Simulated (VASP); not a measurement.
Nb, 1 atom in the cell. Symmetry: Im-3m, No. 229, cubic system. The conventional cell has a = 3.451 Å, b = 3.451 Å, c = 3.451 Å, α = 90.00°, β = 90.00°, γ = 90.00°. Within 3.9 Å of Nb (site symmetry m-3m) lie 14 Nb at 2.99 to 3.45 Å.  This cell differs from its parent crystal: volume scaled by 1.12.

```yaml
Program: VASP 6.6.1
Task: single point
Functional: revPBE
Potentials_or_basis: VASP PAW PBE potentials, release 64 (Nb_sv)
Cutoff: 520 eV
k_mesh: 22 × 22 × 22
Occupations: fermi-dirac, width 0.1 eV
Spin: no spin polarisation
Dipole_correction: no
Further_INCAR_settings: ALGO = Normal; EDIFF = 1e-07; NBANDS = 12
```

Potentials or basis: VASP PAW PBE potentials, release 64 (Nb_sv).

Command:

```bash
$ cat potpaw_PBE.64/Nb_sv/POTCAR > POTCAR
$ mpirun -np 1 vasp_std > vasp.out
```

Hardware: 1 thread of Intel(R) Xeon(R) Platinum 8488C (Sapphire Rapids), with other jobs on the host.

Task: How long does it take, and how much memory?

Result: Wall time 38 s on 1 thread of Intel(R) Xeon(R) Platinum 8488C (Sapphire Rapids), on a shared host, peak memory 0.2 GiB. Counts: scf iterations 14, k points 328.
